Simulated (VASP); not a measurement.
# WS2 (R3m) in VASP: a series of runs

The runs below take WS2 through single point, with PBEsol+U.

Program: VASP 6.6.1. These are calculated values, not measurements. Logs are shortened: lines on timing, memory, paths and dates and some standing lists are left out, and cuts for length are marked.

## (1) The cell of the first run

Symmetry: R3m, No. 160, trigonal system. The conventional cell has a = 3.158 Å, b = 3.158 Å, c = 18.490 Å, α = 90.00°, β = 90.00°, γ = 120.00°. W (site symmetry 3m) has 6 S at 2.39 to 2.42 Å and 6 W at 3.16 Å within 3.2 Å. Within 3.2 Å of S (site symmetry 3m) lie 3 W at 2.42 Å and 7 S at 3.13 to 3.16 Å. Within 3.2 Å of S (site symmetry 3m) lie 3 W at 2.39 Å and 7 S at 3.13 to 3.16 Å.

## (2) Single point, PBEsol+U

POSCAR

```
WS2
1.0
    1.5790000000      0.9116360751      6.1633333333
   -1.5790000000      0.9116360751      6.1633333333
    0.0000000000     -1.8232721501      6.1633333333
W S
1 2
Direct
    0.0000000000      0.0000000000      0.0000000000
    0.5810000000      0.5810000000      0.5810000000
    0.7503000000      0.7503000000      0.7503000000
```

INCAR.step1

```
SYSTEM = WS2
ALGO = Normal
EDIFF = 1E-6
ENCUT = 520
GGA = PS
ISIF = 2
ISMEAR = -1
LASPH = .TRUE.
LCHARG = .TRUE.
LDAU = .TRUE.
LDAUJ = 0 0
LDAUL = 2 -1
LDAUPRINT = 1
LDAUTYPE = 2
LDAUU = 4 0
LMAXMIX = 4
LREAL = .FALSE.
LWAVE = .FALSE.
NBANDS = 20
NELM = 150
PREC = Accurate
SIGMA = 0.05
```

KPOINTS.step1

```
k-points
0
G
  10 10 10
  0 0 0
```

INCAR.step2

```
SYSTEM = WS2
ALGO = Normal
EDIFF = 1E-6
ENCUT = 520
GGA = PS
ICHARG = 11
ISIF = 2
ISMEAR = -5
LASPH = .TRUE.
LCHARG = .FALSE.
LDAU = .TRUE.
LDAUJ = 0 0
LDAUL = 2 -1
LDAUPRINT = 1
LDAUTYPE = 2
LDAUU = 4 0
LMAXMIX = 4
LORBIT = 11
LREAL = .FALSE.
LWAVE = .FALSE.
NBANDS = 20
NEDOS = 1001
NELM = 150
PREC = Accurate
SIGMA = 0.05
```

KPOINTS.step2

```
k-points
0
G
  15 15 15
  0 0 0
```

Potentials or basis: VASP PAW PBE potentials, release 64 (W_sv, S).

Command:

```bash
$ cat potpaw_PBE.64/W_sv/POTCAR potpaw_PBE.64/S/POTCAR > POTCAR
$ cp INCAR.step1 INCAR
$ cp KPOINTS.step1 KPOINTS
$ mpirun -np 1 vasp_std > vasp.out
$ cp INCAR.step2 INCAR
$ cp KPOINTS.step2 KPOINTS
$ mpirun -np 1 vasp_std > vasp.out
```

OUTCAR:

```text
SYSTEM = WS2
   EDIFF = 1E-6
   ENCUT = 520
   GGA = PS
   ICHARG = 11
   ISIF = 2
   ISMEAR = -5
   LASPH = .TRUE.
   LORBIT = 11
   LREAL = .FALSE.
   NELM = 150
   PREC = Accurate

 ion  position               nearest neighbor table
   1  0.000  0.000  0.000-   3 2.39   3 2.39   3 2.39   2 2.42   2 2.42   2 2.42
   2  0.581  0.581  0.581-   1 2.42   1 2.42   1 2.42
   3  0.750  0.750  0.750-   1 2.39   1 2.39   1 2.39

  LATTYP: Found a trigonal (rhomboedric) cell.
 ALAT       =     6.4273633094
 COS(alpha) =     0.8792940837

  Lattice vectors:

 A1 = (   1.5790000000,   0.9116360751,   6.1633333333)
 A2 = (  -1.5790000000,   0.9116360751,   6.1633333333)
 A3 = (   0.0000000000,  -1.8232721501,   6.1633333333)

Analysis of symmetry for initial positions (statically):
=====================================================================
 Subroutine PRICEL returns:
 Original cell was already a primitive cell.

 Routine SETGRP: Setting up the symmetry group for a
 trigonal (rhombohedral) supercell.

 Subroutine GETGRP returns: Found  6 space group operations
 (whereof  6 operations were pure point group operations)
 out of a pool of 12 trial point group operations.

The static configuration has the point symmetry C_3v.

Analysis of symmetry for dynamics (positions and initial velocities):
=====================================================================
 Subroutine PRICEL returns:
 Original cell was already a primitive cell.

 Routine SETGRP: Setting up the symmetry group for a
 trigonal (rhombohedral) supercell.

 Subroutine GETGRP returns: Found  6 space group operations
 (whereof  6 operations were pure point group operations)
 out of a pool of 12 trial point group operations.

The dynamic configuration has the point symmetry C_3v.

 Subroutine INISYM returns: Found  6 space group operations
 (whereof  6 operations are pure point group operations),
 and found     1 'primitive' translations

----------------------------------------------------------------------------------------

                                     Primitive cell

  volume of cell :      53.2317

  direct lattice vectors                    reciprocal lattice vectors
     1.579000000  0.911636075  6.163333333     0.316656111  0.182821491  0.054083288
    -1.579000000  0.911636075  6.163333333    -0.316656111  0.182821491  0.054083288
     0.000000000 -1.823272150  6.163333333     0.000000000 -0.365642982  0.054083288

  length of vectors
     6.427363309  6.427363309  6.427363309     0.369621147  0.369621147  0.369621147

  position of ions in fractional coordinates (direct lattice)
     0.000000000  0.000000000  0.000000000
     0.581000000  0.581000000  0.581000000
     0.750300000  0.750300000  0.750300000

  ion indices of the primitive-cell ions
   primitive index   ion index
                 1           1
                 2           2
                 3           3

----------------------------------------------------------------------------------------

 KPOINTS: k-points

Automatic generation of k-mesh.
 Grid dimensions read from file:
 generate k-points for:   15   15   15

 Generating k-lattice:

  Cartesian coordinates                     Fractional coordinates (reciprocal lattice)
     0.021110407  0.012188099  0.003605553     0.066666667 -0.000000000  0.000000000
    -0.021110407  0.012188099  0.003605553    -0.000000000  0.066666667  0.000000000
     0.000000000 -0.024376199  0.003605553     0.000000000  0.000000000  0.066666667

  Length of vectors
     0.024641410  0.024641410  0.024641410

  Shift w.r.t. Gamma in fractional coordinates (k-lattice)
     0.000000000  0.000000000  0.000000000

 TETIRR: Found   1695 inequivalent tetrahedra from    20250

 Subroutine IBZKPT returns following result:
 ===========================================

 Found    344 irreducible k-points:

 Following reciprocal coordinates:
            Coordinates               Weight
  0.000000  0.000000  0.000000      1.000000
  0.066667  0.000000  0.000000      6.000000
  0.133333  0.000000  0.000000      6.000000
  0.200000  0.000000  0.000000      6.000000
  0.266667  0.000000  0.000000      6.000000
  0.333333  0.000000  0.000000      6.000000
[... 16 lines left out ...]
  0.133333  0.133333  0.000000      6.000000
  0.200000  0.133333  0.000000     12.000000
 [... further k-points ...]
   k-points           NKPTS =    344   k-points in BZ     NKDIM =    344   number of bands    NBANDS=     20
   number of dos      NEDOS =   1001   number of ions     NIONS =      3
   total plane-waves  NPLWV = 110592
   dimension x,y,z NGX =    48 NGY =   48 NGZ =   48
   dimension x,y,z NGXF=    96 NGYF=   96 NGZF=   96
   ions per type =               1   2
   NGX,Y,Z   is equivalent  to a cutoff of  12.42, 12.42, 12.42 a.u.
   NGXF,Y,Z  is equivalent  to a cutoff of  24.83, 24.83, 24.83 a.u.
 SYSTEM =  WS2
   PREC   = accura    normal or accurate (medium, high low for compatibility)
   ISTART =      0    job   : 0-new  1-cont  2-samecut
   ICHARG =     11    charge: 1-file 2-atom 10-const
   ISPIN  =      1    spin polarized calculation?
   LNONCOLLINEAR =      F non collinear calculations
   LSORBIT =      F    spin-orbit coupling
   LASPH  =      T    aspherical Exc in radial PAW
   ENCUT  =  520.0 eV  38.22 Ry    6.18 a.u.  11.95 11.95 11.95*2*pi/ulx,y,z
   NELM   =    150;   NELMIN=  2; NELMDL=  0     # of ELM steps
   EDIFF  = 0.1E-05   stopping-criterion for ELM
   LREAL  =      F    real-space projection
   EDIFFG = 0.1E-04   stopping-criterion for IOM
   NSW    =      0    number of steps for IOM
   IBRION =     -1    ionic relax: 0-MD 1-quasi-New 2-CG
   NFREE  =      0    steps in history (QN), initial steepest desc. (CG)
   ISIF   =      2    stress and relaxation
   ISYM   =      2    0-nonsym 1-usesym 2-fastsym
   POTIM  = 0.5000    time-step for ionic-motion
   TEBEG  =    0.0;   TEEND  =   0.0 temperature during run
   PSTRESS=    0.0 pullay stress
   NELECT =      26.0000    total number of electrons
   NUPDOWN=      -1.0000    fix difference up-down
   EMIN   =  10.00;   EMAX   =-10.00  energy-range for DOS
   EFERMI =   0.00;   METHOD = LEGACY
   ISMEAR =    -5;   SIGMA  =   0.05  broadening in eV -4-tet -1-fermi 0-gaus
   EFERMI_NEDOS =   21; number of points for ismear=-14 and -15
   IALGO  =     38    algorithm
   IMIX   =      4    mixing-type and parameters
     AMIX     =   0.40;   BMIX     =  1.00
     AMIX_MAG =   1.60;   BMIX_MAG =  1.00
  volume/ion in A,a.u.               =      17.74       119.74
  Fermi-wavevector in a.u.,A,eV,Ry     =   1.289266  2.436359 22.615687  1.662206
  Thomas-Fermi vector in A             =   2.421169
   LORBIT       =     11    0 simple, 1 ext, 2 COOP (PROOUT), +10 PAW based schemes
 LDA+U is selected, type is set to LDAUTYPE =  2
   angular momentum for each species LDAUL =     2   -1
   U (eV)           for each species LDAUU =   4.0  0.0
   J (eV)           for each species LDAUJ =   0.0  0.0
   GGA     = PS    functional components
   LHFCALC =     F    Hartree Fock is set to
   AEXX    =    0.0000 exact exchange contribution
   IVDW    =     0    specifies the selected vdW correction
   LEPSILON=     F    determine dielectric tensor
   LRPA    =     F    only Hartree local field effects (RPA)
 non-spin polarized calculation
 Fermi weights with tetrahedron method with Bloechl corrections
  energy-cutoff  :      520.00
  volume of cell :       53.23
 maximum number of plane-waves:      1452

atom =   1  type =  1  l = 2

 onsite density matrix

spin component  1

  0.3350  0.0000 -0.0000  0.0024 -0.0000
  0.0000  0.3224  0.0000  0.0000  0.0024
 -0.0000  0.0000  0.3615  0.0000  0.0000
  0.0024  0.0000  0.0000  0.3224  0.0000
 -0.0000  0.0024  0.0000  0.0000  0.3350

spin component  2

  0.3350  0.0000 -0.0000  0.0024 -0.0000
  0.0000  0.3224  0.0000  0.0000  0.0024
 -0.0000  0.0000  0.3615  0.0000  0.0000
  0.0024  0.0000  0.0000  0.3224  0.0000
 -0.0000  0.0024  0.0000  0.0000  0.3350

 occupancies and eigenvectors

  o =  0.3220  v = -0.1789 -0.0000  0.0000  0.9839  0.0000  0.0000  0.0000  0.0000  0.0000  0.0000      0.0000  0.0000  0.0000  0.0000  0.0000  0.0000  0.0000  0.0000  0.0000  0.0000
  o =  0.3220  v =  0.0000  0.0000  0.0000  0.0000  0.0000 -0.1789 -0.0000  0.0000  0.9839  0.0000      0.0000  0.0000  0.0000  0.0000  0.0000  0.0000  0.0000  0.0000  0.0000  0.0000
  o =  0.3220  v = -0.0000  0.9839  0.0000  0.0000 -0.1789  0.0000  0.0000  0.0000  0.0000  0.0000      0.0000  0.0000  0.0000  0.0000  0.0000  0.0000  0.0000  0.0000  0.0000  0.0000
  o =  0.3220  v =  0.0000  0.0000  0.0000  0.0000  0.0000 -0.0000  0.9839  0.0000  0.0000 -0.1789      0.0000  0.0000  0.0000  0.0000  0.0000  0.0000  0.0000  0.0000  0.0000  0.0000
  o =  0.3354  v =  0.0000  0.1789 -0.0000  0.0000  0.9839  0.0000  0.0000  0.0000  0.0000  0.0000      0.0000  0.0000  0.0000  0.0000  0.0000  0.0000  0.0000  0.0000  0.0000  0.0000
  o =  0.3354  v =  0.0000  0.0000  0.0000  0.0000  0.0000  0.0000  0.1789 -0.0000  0.0000  0.9839      0.0000  0.0000  0.0000  0.0000  0.0000  0.0000  0.0000  0.0000  0.0000  0.0000
  o =  0.3354  v =  0.0000  0.0000  0.0000  0.0000  0.0000 -0.9839  0.0000 -0.0000 -0.1789  0.0000      0.0000  0.0000  0.0000  0.0000  0.0000  0.0000  0.0000  0.0000  0.0000  0.0000
  o =  0.3354  v = -0.9839  0.0000 -0.0000 -0.1789  0.0000  0.0000  0.0000  0.0000  0.0000  0.0000      0.0000  0.0000  0.0000  0.0000  0.0000  0.0000  0.0000  0.0000  0.0000  0.0000
  o =  0.3615  v =  0.0000  0.0000  0.0000  0.0000  0.0000  0.0000 -0.0000 -1.0000  0.0000 -0.0000      0.0000  0.0000  0.0000  0.0000  0.0000  0.0000  0.0000  0.0000  0.0000  0.0000
  o =  0.3615  v =  0.0000 -0.0000 -1.0000  0.0000 -0.0000  0.0000  0.0000  0.0000  0.0000  0.0000      0.0000  0.0000  0.0000  0.0000  0.0000  0.0000  0.0000  0.0000  0.0000  0.0000

 number of electron      26.0000001 magnetization

 Free energy of the ion-electron system (eV)
  ---------------------------------------------------
  ext. energy  EPLUGINS =         0.00000000
  ---------------------------------------------------
  free energy    TOTEN  =       -20.77146581 eV

  energy without entropy =      -20.77146581  energy(sigma->0) =      -20.77146581

 E-fermi :   7.5874     XC(G=0): -11.1212

 val. band max:        7.5438779201   @ k =   0.4667   0.4667   0.4667
 cond. band min:       8.5895214127   @ k =  -0.2000   0.1333  -0.0000
 fundamental gap:      1.0456434926
 Fermi energy:         7.5874110740

 k-point     1 :       0.0000    0.0000    0.0000
  band No.  band energies     occupation
      1     -67.6503      2.00000
      2     -31.8742      2.00000
      3     -31.7118      2.00000
      4     -31.7118      2.00000
      5      -8.2302      2.00000
      6      -6.1789      2.00000
[... 12 lines left out ...]
     19      15.1979      0.00000
     20      15.8571      0.00000

 k-point     2 :       0.0667    0.0000    0.0000
  band No.  band energies     occupation
      1     -67.6495      2.00000
      2     -31.8714      2.00000
      3     -31.7277      2.00000
      4     -31.7155      2.00000
      5      -8.1519      2.00000
      6      -6.1551      2.00000
[... 12 lines left out ...]
     19      15.5176      0.00000
     20      15.9135      0.00000
[... 465 lines left out ...]
      3     -31.7722      2.00000
      4     -31.7259      2.00000
      5      -7.9135      2.00000
      6      -6.1075      2.00000
[... 12 lines left out ...]
     19      15.8571      0.00000
     20      16.2915      0.00000

 k-point    24 :       0.2000    0.1333    0.0000
  band No.  band energies     occupation
      1     -67.6451      2.00000
      2     -31.8561      2.00000
      3     -31.8108      2.00000
      4     -31.7372      2.00000
      5      -7.6908      2.00000
      6      -6.0492      2.00000
[... 12 lines left out ...]
     19      15.8778      0.00000
     20      16.3957      0.00000

 [... further k-points ...]

------------------------ aborting loop because EDIFF is reached ----------------------------------------

  FORCE on cell =-STRESS in cart. coord.  units (eV):
  Direction    XX          YY          ZZ          XY          YZ          ZX
  --------------------------------------------------------------------------------------
  -------------------------------------------------------------------------------------
  Total        0.8066787      0.8066787      1.2856594      0.0000000      0.0000000      0.0000000
  in kB       24.2795494     24.2795494     38.6959897      0.0000000      0.0000000      0.0000000
  external PRESSURE =      29.0850295 kB  Pullay stress =       0.0000000 kB

 VOLUME and BASIS-vectors are now :
 -----------------------------------------------------------------------------
  energy-cutoff  :      520.00
  volume of cell :       53.23
      direct lattice vectors                 reciprocal lattice vectors
     1.579000000  0.911636075  6.163333333     0.316656111  0.182821491  0.054083288
    -1.579000000  0.911636075  6.163333333    -0.316656111  0.182821491  0.054083288
     0.000000000 -1.823272150  6.163333333     0.000000000 -0.365642982  0.054083288

 POSITION                                       TOTAL-FORCE (eV/Angst)
 -----------------------------------------------------------------------------------
      0.00000      0.00000      0.00000         0.000000     -0.000000     -0.624985
      0.00000      0.00000     10.74269         0.000000     -0.000000     -0.017719
      0.00000      0.00000     13.87305         0.000000      0.000000      0.642704
 -----------------------------------------------------------------------------------
    total drift:                                0.000000     -0.000000     -0.000000

  FREE ENERGIE OF THE ION-ELECTRON SYSTEM (eV)
  ---------------------------------------------------
  free  energy   TOTEN  =       -20.7714658051 eV

  energy  without entropy=      -20.7714658051  energy(sigma->0) =      -20.77146581

 total charge

# of ion       s       p       d       tot
------------------------------------------
    1        2.337   6.349   3.298  11.983
    2        1.354   2.351   0.000   3.705
    3        1.352   2.369   0.000   3.721
--------------------------------------------------
tot          5.043  11.069   3.298  19.410
```

Run time: 21 min. Hardware: 1 thread of Intel Xeon Platinum 8259CL at 2.50GHz (Skylake/Cascade Lake), shared host; peak memory 0.56 GiB.

Results:

```yaml
Valence_electrons_inside_the_program's_atomic_spheres: W 11.98; S 3.71, 3.72
```

Eigenvalues of the final occupation matrices:
```
    site  spin  trace               eigenvalues
site 1 d     1   1.68  0.32 0.32 0.34 0.34 0.36
site 1 d     2   1.68  0.32 0.32 0.34 0.34 0.36
```

Caveat: the PAW data sets were made with another functional, which shifts forces and pressure a little; spin-orbit coupling is left out, which moves the levels of the heavy elements.

(Continued in part 2 of 2.)
